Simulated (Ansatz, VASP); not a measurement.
# Two plane-wave programs on Be

```
Be
1.0
     2.25479    0.00000    0.00000
    -1.12740    1.95271    0.00000
     0.00000    0.00000    7.17807
Be
4
Direct
  0.00000 0.00000 0.00000
  0.00000 0.00000 0.50000
  0.33333 0.66667 0.25000
  0.66667 0.33333 0.75000
```

Alike in both runs: functional PBE; k mesh 16 × 16 × 5; occupations fermi-dirac, width 0.1 eV; no spin polarisation.

Ansatz relaxed the structure, and its values are those at the end. VASP's run is a single point on that final structure, the one shown.

```csv
,VASP,Ansatz
version,VASP 6.6.1,Ansatz 0.2.0
potentials or method,"VASP PAW PBE potentials, release 64 (Be), cutoff 520 eV","plane waves (420 eV) with PAW, scalar-relativistic"
valence electrons in the cell,8,8
```

Ansatz gave:

* pressure (GPa): 0.0

Q: Which values does VASP return?

A: Pressure (GPa): 0.1.
